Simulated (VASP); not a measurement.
Write the native input for VASP 6.6.1 that does the following.

```
Task                   : single point
Functional             : PBE
Potentials or basis    : VASP PAW PBE potentials, release 64 (Sr_sv, O)
Cutoff                 : 520 eV
k mesh                 : 9 × 9 × 5
Occupations            : fermi-dirac, width 0.05 eV
Spin                   : no spin polarisation
Dipole correction      : no
Further INCAR settings : ALGO = Normal; EDIFF = 1e-07; NBANDS = 24
```

The structure of SrO lies in POSCAR:

```
SrO
1.0
    3.5294398006      0.0000000000      0.0000000000
   -1.7647199003      3.0565845284      0.0000000000
    0.0000000000      0.0000000000      6.1755758504
Sr O
2 2
Direct
    0.6666666667      0.3333333333      0.7500000000
    0.3333333333      0.6666666667      0.2500000000
    0.0000000000      0.0000000000      0.5000000000
    0.0000000000      0.0000000000      0.0000000000
```

The input as run:

INCAR

```
PREC = Accurate
ENCUT = 520
EDIFF = 1E-7
ISMEAR = -1
SIGMA = 0.05
LREAL = False
LASPH = True
NELM = 60
ALGO = Normal
ISIF = 2
LWAVE = False
LCHARG = False
GGA = PE
NBANDS = 24
```

KPOINTS

```
regular mesh
0
Gamma
  9 9 5
```

Potentials or basis: VASP PAW PBE potentials, release 64 (Sr_sv, O).

Launch:

```console
$ cat potpaw_PBE.64/Sr_sv/POTCAR potpaw_PBE.64/O/POTCAR > POTCAR
$ mpirun -np 1 vasp_std > vasp.out
```

Results of the run:

```yaml
Pressure: 3.9 GPa
Band_gap_on_the_k_mesh: 3.09 eV (least direct gap 3.20 eV)
```

Caveat: the cell stands under pressure; an odd mesh through Γ misses points on the zone boundary, where band edges can lie.

It took 39 s on 1 thread of AMD EPYC 9R45 (Zen 5), with other jobs on the host, peak memory 0.18 GiB.
